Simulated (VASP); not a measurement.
# B4CCl6O (R3m) in VASP: single point with PBE

Aim: the single point of B4CCl6O with PBE.

All numbers are computed with VASP 6.6.1; they aren't measurements. Logs are shortened: lines on timing, memory, paths and dates and some standing lists are left out, and cuts for length are marked.

## Step 1: The cell of the first run

Symmetry: R3m, No. 160, trigonal system. The conventional cell has a = 10.814 Å, b = 10.814 Å, c = 7.418 Å, α = 90.00°, β = 90.00°, γ = 120.00°. Within 2.0 Å of B (site symmetry 3m) lie 1 C at 1.50 Å and 3 B at 1.71 Å. B (site symmetry m) has 1 B at 1.71 Å and 2 Cl at 1.75 to 1.76 Å within 2.3 Å. C (site symmetry 3m) has 1 O at 1.13 Å and 1 B at 1.50 Å within 1.6 Å. Within 2.3 Å of Cl (site symmetry m) lie 1 B at 1.75 Å. Cl (site symmetry m) has 1 B at 1.76 Å within 2.3 Å. Within 1.5 Å of O (site symmetry 3m) lie 1 C at 1.13 Å.

## Step 2: Single point, PBE

Input file INCAR:

```
SYSTEM = B4CCl6O
PREC = Accurate
ENCUT = 1340
EDIFF = 1E-6
ISMEAR = -1
SIGMA = 0.02
LREAL = .False.
LASPH = .True.
NELM = 120
ALGO = Normal
ISIF = 2
LWAVE = .False.
LCHARG = .False.
GGA = PE
NBANDS = 44
GGA_COMPAT = .False.
```

Input file KPOINTS:

```
regular mesh
0
Gamma
  4 4 4
  0 0 0
```

Input file POSCAR:

```
B4CCl6O
1.0
    5.4070553946      3.1217648876      2.4727387659
   -5.4070553946      3.1217648876      2.4727387659
    0.0000000000     -6.2435297752      2.4727387658
B C Cl O
4 1 6 1
Direct
    0.3028652156      0.3028652156      0.3028652156
    0.3205403361      0.3205403361      0.0599835372
    0.0599835372      0.3205403361      0.3205403361
    0.3205403361      0.0599835372      0.3205403361
    0.5050728444      0.5050728444      0.5050728444
    0.1140891664      0.1140891664      0.7863174225
    0.7863174225      0.1140891664      0.1140891664
    0.1140891664      0.7863174225      0.1140891664
    0.5467454828      0.5467454828      0.0738643191
    0.0738643191      0.5467454828      0.5467454828
    0.5467454828      0.0738643191      0.5467454828
    0.6572466906      0.6572466906      0.6572466906
```

Potentials or basis: VASP PAW PBE potentials, release 64 (B_h, C_h, Cl, O_h).

Command:

```sh
cat potpaw_PBE.64/B_h/POTCAR potpaw_PBE.64/C_h/POTCAR potpaw_PBE.64/Cl/POTCAR potpaw_PBE.64/O_h/POTCAR > POTCAR
mpirun -np 1 vasp_std > vasp.out
```

OUTCAR:

```text
SYSTEM = B4CCl6O
   PREC = Accurate
   ENCUT = 1340
   EDIFF = 1E-6
   ISMEAR = -1
   LREAL = .False.
   LASPH = .True.
   NELM = 120
   ISIF = 2
   GGA = PE

 ion  position               nearest neighbor table
   1  0.303  0.303  0.303-
   2  0.321  0.321  0.060-   6 1.75   9 1.76
   3  0.060  0.321  0.321-   7 1.75  10 1.76
   4  0.321  0.060  0.321-   8 1.75  11 1.76
   5  0.505  0.505  0.505-  12 1.13
   6  0.114  0.114  0.786-   2 1.75
   7  0.786  0.114  0.114-   3 1.75
   8  0.114  0.786  0.114-   4 1.75
   9  0.547  0.547  0.074-   2 1.76
  10  0.074  0.547  0.547-   3 1.76
  11  0.547  0.074  0.547-   4 1.76
  12  0.657  0.657  0.657-   5 1.13

  LATTYP: Found a trigonal (rhomboedric) cell.
 ALAT       =     6.7153630623
 COS(alpha) =    -0.2966197678

  Lattice vectors:

 A1 = (   5.4070553946,   3.1217648876,   2.4727387659)
 A2 = (  -5.4070553946,   3.1217648876,   2.4727387659)
 A3 = (   0.0000000000,  -6.2435297752,   2.4727387658)

Analysis of symmetry for initial positions (statically):
=====================================================================
 Subroutine PRICEL returns:
 Original cell was already a primitive cell.

 Routine SETGRP: Setting up the symmetry group for a
 trigonal (rhombohedral) supercell.

 Subroutine GETGRP returns: Found  6 space group operations
 (whereof  6 operations were pure point group operations)
 out of a pool of 12 trial point group operations.

The static configuration has the point symmetry C_3v.

Analysis of symmetry for dynamics (positions and initial velocities):
=====================================================================
 Subroutine PRICEL returns:
 Original cell was already a primitive cell.

 Routine SETGRP: Setting up the symmetry group for a
 trigonal (rhombohedral) supercell.

 Subroutine GETGRP returns: Found  6 space group operations
 (whereof  6 operations were pure point group operations)
 out of a pool of 12 trial point group operations.

The dynamic configuration has the point symmetry C_3v.

 Subroutine INISYM returns: Found  6 space group operations
 (whereof  6 operations are pure point group operations),
 and found     1 'primitive' translations

----------------------------------------------------------------------------------------

                                     Primitive cell

  volume of cell :     250.4324

  direct lattice vectors                    reciprocal lattice vectors
     5.407055395  3.121764888  2.472738766     0.092471773  0.053388603  0.134803295
    -5.407055395  3.121764888  2.472738766    -0.092471773  0.053388603  0.134803295
     0.000000000 -6.243529775  2.472738766     0.000000000 -0.106777206  0.134803295

  length of vectors
     6.715363062  6.715363062  6.715363062     0.171968893  0.171968893  0.171968893

  position of ions in fractional coordinates (direct lattice)
     0.302865216  0.302865216  0.302865216
     0.320540336  0.320540336  0.059983537
     0.059983537  0.320540336  0.320540336
     0.320540336  0.059983537  0.320540336
     0.505072844  0.505072844  0.505072844
     0.114089166  0.114089166  0.786317422
     0.786317422  0.114089166  0.114089166
     0.114089166  0.786317422  0.114089166
     0.546745483  0.546745483  0.073864319
     0.073864319  0.546745483  0.546745483
     0.546745483  0.073864319  0.546745483
     0.657246691  0.657246691  0.657246691

  ion indices of the primitive-cell ions
   primitive index   ion index
                 1           1
                 2           2
                 3           3
                 4           4
                 5           5
                 6           6
                 7           7
                 8           8
                 9           9
                10          10
                11          11
                12          12

----------------------------------------------------------------------------------------

 KPOINTS: regular mesh

Automatic generation of k-mesh.
 Grid dimensions read from file:
 generate k-points for:    4    4    4

 Generating k-lattice:

  Cartesian coordinates                     Fractional coordinates (reciprocal lattice)
     0.023117943  0.013347151  0.033700824     0.250000000 -0.000000000  0.000000000
    -0.023117943  0.013347151  0.033700824    -0.000000000  0.250000000  0.000000000
     0.000000000 -0.026694302  0.033700824     0.000000000  0.000000000  0.250000000

  Length of vectors
     0.042992223  0.042992223  0.042992223

  Shift w.r.t. Gamma in fractional coordinates (k-lattice)
     0.000000000  0.000000000  0.000000000

 Subroutine IBZKPT returns following result:
 ===========================================

 Found     13 irreducible k-points:

 Following reciprocal coordinates:
            Coordinates               Weight
  0.000000  0.000000  0.000000      1.000000
  0.250000  0.000000 -0.000000      6.000000
  0.500000  0.000000 -0.000000      3.000000
  0.250000  0.250000 -0.000000      6.000000
  0.500000  0.250000  0.000000     12.000000
 -0.250000  0.250000  0.000000      6.000000
  0.500000  0.500000 -0.000000      3.000000
  0.250000  0.250000  0.250000      2.000000
  0.500000  0.250000  0.250000      6.000000
 -0.250000  0.250000  0.250000      6.000000
  0.500000  0.500000  0.250000      6.000000
 -0.250000  0.500000  0.250000      6.000000
  0.500000  0.500000  0.500000      1.000000
   k-points           NKPTS =     13   k-points in BZ     NKDIM =     13   number of bands    NBANDS=     44
   number of dos      NEDOS =    301   number of ions     NIONS =     12
   total plane-waves  NPLWV = 512000
   dimension x,y,z NGX =    80 NGY =   80 NGZ =   80
   dimension x,y,z NGXF=   160 NGYF=  160 NGZF=  160
   ions per type =               4   1   6   1
   NGX,Y,Z   is equivalent  to a cutoff of  19.80, 19.80, 19.80 a.u.
   NGXF,Y,Z  is equivalent  to a cutoff of  39.61, 39.61, 39.61 a.u.
 SYSTEM =  B4CCl6O
   PREC   = accura    normal or accurate (medium, high low for compatibility)
   ISTART =      0    job   : 0-new  1-cont  2-samecut
   ICHARG =      2    charge: 1-file 2-atom 10-const
   ISPIN  =      1    spin polarized calculation?
   LNONCOLLINEAR =      F non collinear calculations
   LSORBIT =      F    spin-orbit coupling
   LASPH  =      T    aspherical Exc in radial PAW
   ENCUT  = 1340.0 eV  98.49 Ry    9.92 a.u.  20.04 20.04 20.04*2*pi/ulx,y,z
   NELM   =    120;   NELMIN=  2; NELMDL= -5     # of ELM steps
   EDIFF  = 0.1E-05   stopping-criterion for ELM
   LREAL  =      F    real-space projection
   EDIFFG = 0.1E-04   stopping-criterion for IOM
   NSW    =      0    number of steps for IOM
   IBRION =     -1    ionic relax: 0-MD 1-quasi-New 2-CG
   NFREE  =      0    steps in history (QN), initial steepest desc. (CG)
   ISIF   =      2    stress and relaxation
   ISYM   =      2    0-nonsym 1-usesym 2-fastsym
   POTIM  = 0.5000    time-step for ionic-motion
   TEBEG  =    0.0;   TEEND  =   0.0 temperature during run
   PSTRESS=    0.0 pullay stress
   NELECT =      64.0000    total number of electrons
   NUPDOWN=      -1.0000    fix difference up-down
   EMIN   =  10.00;   EMAX   =-10.00  energy-range for DOS
   EFERMI =   0.00;   METHOD = LEGACY
   ISMEAR =    -1;   SIGMA  =   0.02  broadening in eV -4-tet -1-fermi 0-gaus
   EFERMI_NEDOS =   21; number of points for ismear=-14 and -15
   IALGO  =     38    algorithm
   IMIX   =      4    mixing-type and parameters
     AMIX     =   0.40;   BMIX     =  1.00
     AMIX_MAG =   1.60;   BMIX_MAG =  1.00
  volume/ion in A,a.u.               =      20.87       140.83
  Fermi-wavevector in a.u.,A,eV,Ry     =   1.038894  1.963225 14.684784  1.079301
  Thomas-Fermi vector in A             =   2.173399
   LORBIT       =      0    0 simple, 1 ext, 2 COOP (PROOUT), +10 PAW based schemes
   GGA     = PE    functional components
   LHFCALC =     F    Hartree Fock is set to
   AEXX    =    0.0000 exact exchange contribution
   IVDW    =     0    specifies the selected vdW correction
   LEPSILON=     F    determine dielectric tensor
   LRPA    =     F    only Hartree local field effects (RPA)
 non-spin polarized calculation
  energy-cutoff  :     1340.00
  volume of cell :      250.43
 maximum number of plane-waves:     27986
   NGX = 41   NGY = 41   NGZ = 41

 number of electron      63.9999999 magnetization

 Free energy of the ion-electron system (eV)
  ---------------------------------------------------
  ext. energy  EPLUGINS =         0.00000000
  ---------------------------------------------------
  free energy    TOTEN  =       -60.24224300 eV

  energy without entropy =      -60.24224300  energy(sigma->0) =      -60.24224300

 E-fermi :   0.0630     XC(G=0):  -7.9504

 val. band max:       -0.4001534053   @ k =   0.5000   0.5000   0.5000
 cond. band min:       3.6016172162   @ k =   0.2500   0.2500   0.2500
 fundamental gap:      4.0017706214
 Fermi energy:         0.0630214911

 k-point     1 :       0.0000    0.0000    0.0000
  band No.  band energies     occupation
      1     -23.2341      2.00000
      2     -15.4168      2.00000
      3     -15.0512      2.00000
      4     -15.0512      2.00000
      5     -14.2949      2.00000
      6     -14.2949      2.00000
[... 36 lines left out ...]
     43       8.5432      0.00000
     44       8.5432      0.00000

 k-point     2 :       0.2500    0.0000   -0.0000
  band No.  band energies     occupation
      1     -23.2341      2.00000
      2     -15.3682      2.00000
      3     -15.0855      2.00000
      4     -15.0779      2.00000
      5     -14.3360      2.00000
      6     -14.2587      2.00000
[... 36 lines left out ...]
     43       8.4455      0.00000
     44       8.4900      0.00000

 k-point     3 :       0.5000    0.0000   -0.0000
  band No.  band energies     occupation
      1     -23.2340      2.00000
      2     -15.2950      2.00000
      3     -15.1452      2.00000
      4     -15.1025      2.00000
      5     -14.3671      2.00000
      6     -14.2575      2.00000
[... 36 lines left out ...]
     43       8.4206      0.00000
     44       8.4694      0.00000

 k-point     4 :       0.2500    0.2500   -0.0000
  band No.  band energies     occupation
      1     -23.2340      2.00000
      2     -15.2983      2.00000
      3     -15.1313      2.00000
      4     -15.1124      2.00000
      5     -14.3695      2.00000
      6     -14.2506      2.00000
[... 365 lines left out ...]
     43       8.1493      0.00000
     44       8.5824      0.00000

 k-point    12 :      -0.2500    0.5000    0.2500
  band No.  band energies     occupation
      1     -23.2339      2.00000
      2     -15.2670      2.00000
      3     -15.1468      2.00000
      4     -15.1238      2.00000
      5     -14.3455      2.00000
      6     -14.2738      2.00000
[... 36 lines left out ...]
     43       8.0817      0.00000
     44       8.6466      0.00000

 k-point    13 :       0.5000    0.5000    0.5000
  band No.  band energies     occupation
      1     -23.2338      2.00000
      2     -15.2307      2.00000
      3     -15.1502      2.00000
      4     -15.1502      2.00000
      5     -14.2977      2.00000
      6     -14.2889      2.00000
[... 36 lines left out ...]
     43       8.0181      0.00000
     44       8.6926      0.00000

------------------------ aborting loop because EDIFF is reached ----------------------------------------

  FORCE on cell =-STRESS in cart. coord.  units (eV):
  Direction    XX          YY          ZZ          XY          YZ          ZX
  --------------------------------------------------------------------------------------
  -------------------------------------------------------------------------------------
  Total        2.4713905      2.4713905      3.2758109     -0.0000000      0.0000000      0.0000000
  in kB       15.8110774     15.8110774     20.9574726     -0.0000000      0.0000000      0.0000000
  external PRESSURE =      17.5265425 kB  Pullay stress =       0.0000000 kB

 VOLUME and BASIS-vectors are now :
 -----------------------------------------------------------------------------
  energy-cutoff  :     1340.00
  volume of cell :      250.43
      direct lattice vectors                 reciprocal lattice vectors
     5.407055395  3.121764888  2.472738766     0.092471773  0.053388603  0.134803295
    -5.407055395  3.121764888  2.472738766    -0.092471773  0.053388603  0.134803295
     0.000000000 -6.243529775  2.472738766     0.000000000 -0.106777206  0.134803295

 POSITION                                       TOTAL-FORCE (eV/Angst)
 -----------------------------------------------------------------------------------
      0.00000      0.00000      2.24672         0.000000      0.000000      0.077921
      0.00000      1.62679      1.73355         0.000000      0.021594     -0.017602
     -1.40885     -0.81340      1.73355        -0.018701     -0.010797     -0.017602
      1.40885     -0.81340      1.73355         0.018701     -0.010797     -0.017602
      0.00000      0.00000      3.74674         0.000000     -0.000000     -1.155433
      0.00000     -4.19708      2.50858         0.000000     -0.007558      0.043808
      3.63478      2.09854      2.50858         0.006545      0.003779      0.043808
     -3.63478      2.09854      2.50858        -0.006545      0.003779      0.043808
      0.00000      2.95245      2.88656         0.000000     -0.035078     -0.021463
     -2.55689     -1.47622      2.88656         0.030378      0.017539     -0.021463
      2.55689     -1.47622      2.88656        -0.030378      0.017539     -0.021463
      0.00000      0.00000      4.87560         0.000000      0.000000      1.063284
 -----------------------------------------------------------------------------------
    total drift:                                0.000000      0.000000     -0.000020

  FREE ENERGIE OF THE ION-ELECTRON SYSTEM (eV)
  ---------------------------------------------------
  free  energy   TOTEN  =       -60.2422429998 eV

  energy  without entropy=      -60.2422429998  energy(sigma->0) =      -60.24224300
```

Wall time 18 min (1 thread of Intel Xeon Platinum 8259CL at 2.50GHz (Skylake/Cascade Lake), shared host); peak memory 1.3 GiB.

What came out:

- Free energy: -60.2422 eV
- Pressure: 1.8 GPa
- Largest force: 1.155 eV/Å
- Band gap on the k mesh: 4.00 eV (least direct gap 4.07 eV)

Forces on the atoms (eV/Å):
```
B    0.000  0.000  0.078
B    0.000  0.022 -0.018
B   -0.019 -0.011 -0.018
B    0.019 -0.011 -0.018
C    0.000  0.000 -1.155
Cl   0.000 -0.008  0.044
Cl   0.007  0.004  0.044
Cl  -0.007  0.004  0.044
Cl   0.000 -0.035 -0.021
Cl   0.030  0.018 -0.021
Cl  -0.030  0.018 -0.021
O    0.000  0.000  1.063
```

Stress tensor (GPa, compression positive):
```
1.58 0.00 0.00
0.00 1.58 0.00
0.00 0.00 2.10
```

Caveat: forces of over 1 eV/Å act on the atoms, so gaps and moduli don't describe the material at rest.
